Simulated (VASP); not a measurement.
Write the native input for VASP 6.6.1 that does the following.

```
Task                   : single point
Functional             : PBE
Potentials or basis    : VASP PAW PBE potentials, release 64 (Hf_pv, N)
Cutoff                 : 520 eV
k mesh                 : 13 × 13 × 13
Occupations            : gaussian, width 0.1 eV
Spin                   : no spin polarisation
Dipole correction      : no
Further INCAR settings : ALGO = Normal; EDIFF = 1e-06; NBANDS = 14
```

The structure of HfN lies in POSCAR:

```
HfN
1.0
    0.0338400000      2.2729200000      2.2729200000
    2.2729200000      0.0338400000      2.2729200000
    2.2729200000      2.2729200000      0.0338400000
Hf N
1 1
Direct
    0.0000000000      0.0000000000      0.0000000000
    0.5000000000      0.5000000000      0.5000000000
```

These files were run (other wordings do the same):

INCAR

```
SYSTEM = HfN
ALGO = Normal
EDIFF = 1E-6
ENCUT = 520
GGA = PE
ISIF = 2
ISMEAR = 0
LASPH = .True.
LCHARG = .False.
LREAL = .False.
LWAVE = .False.
NBANDS = 14
NELM = 100
PREC = Accurate
SIGMA = 0.1
```

KPOINTS

```
k-points
0
Gamma
  13 13 13
  0 0 0
```

Potentials or basis: VASP PAW PBE potentials, release 64 (Hf_pv, N).

Run with:

```sh
$ cat potpaw_PBE.64/Hf_pv/POTCAR potpaw_PBE.64/N/POTCAR > POTCAR
$ mpirun -np 1 vasp_std > vasp.out
```

It gave:

| Item | Value |
| --- | --- |
| Pressure | 4.2 GPa |

Wall time 95 s on 1 thread of AMD EPYC 7R13 (shared host), peak memory 0.17 GiB.
